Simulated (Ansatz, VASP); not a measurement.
# SnSe2: VASP beside Ansatz

The input INCAR:

```
SYSTEM = SnSe2
ALGO = Normal
EDIFF = 1E-6
ENCUT = 520
GGA = PS
ISIF = 2
ISMEAR = 0
LASPH = .True.
LCHARG = .False.
LREAL = .False.
LWAVE = .False.
NBANDS = 20
NELM = 80
PREC = Accurate
SIGMA = 0.05
```

KPOINTS

```
k-points
0
Gamma
  12 12 6
  0 0 0
```

The input POSCAR:

```
SnSe2
1.0
    3.8189235629      0.0000000000      0.0000000000
   -1.9094617815      3.3072848206      0.0000000000
    0.0000000000      0.0000000000      6.1455711062
Sn Se
1 2
Direct
    0.0000000000      0.0000000000      0.0000000000
    0.3241286980      0.6482573960      0.2509452415
    0.6574620313      0.3149240627      0.7348020283
```

Input for Ansatz:

```yaml
crystal:
  lattice:
    - [3.8189235629, 0.0, 0.0]
    - [-1.9094617815, 3.3072848206, 0.0]
    - [0.0, 0.0, 6.1455711062]
  atoms:
    - { symbol: Sn, position: [0.0, 0.0, 0.0] }
    - { symbol: Se, position: [0.324128698, 0.648257396, 0.2509452415] }
    - { symbol: Se, position: [0.6574620313, 0.3149240627, 0.7348020283] }
basis:
  ecutwfc: 420
kpoints:
  mp_grid: { grid: [12, 12, 6] }
hamiltonian:
  xc: pbesol
scf:
  occupations: { method: gaussian, width: 0.05 }
output:
  forces: true
  stress: true
  eigenvalues: true
```

Change from the starting cell: all Se atoms moved +0.075 Å, as atom 2 towards its neighbour atom 1 (Sn) at 2.716 Å.

Alike in both runs: task single point; functional PBEsol; k mesh 12 × 12 × 6; occupations gaussian, width 0.05 eV; no spin polarisation.

```csv
,VASP,Ansatz
version,VASP 6.6.1,Ansatz 0.2.0
potentials or method,"VASP PAW PBE potentials, release 64 (Sn_d, Se), cutoff 520 eV","scalar-relativistic, plane waves, PAW"
valence electrons in the cell,26,46
```

```csv
,VASP,Ansatz,Ansatz less VASP
gap on the k mesh at the Fermi level (eV),0.47,0.47,+0.005
least direct gap on the mesh (eV),0.94,0.95,+0.009
pressure (GPa),0.2,0.1,-0.11
"traceless stress, the component that is largest in VASP (GPa)",0.26,0.25,-0.001
rms of the force components (eV/Å),0.301,0.298,-0.0027
```

VASP's potentials were made for PBE, not for PBEsol. Atom by atom the forces differ by 0.009 eV/Å (rms over components). VASP's potentials hold 26 valence electrons a cell and Ansatz's 46, so a difference there can come from the potentials and not from the codes.
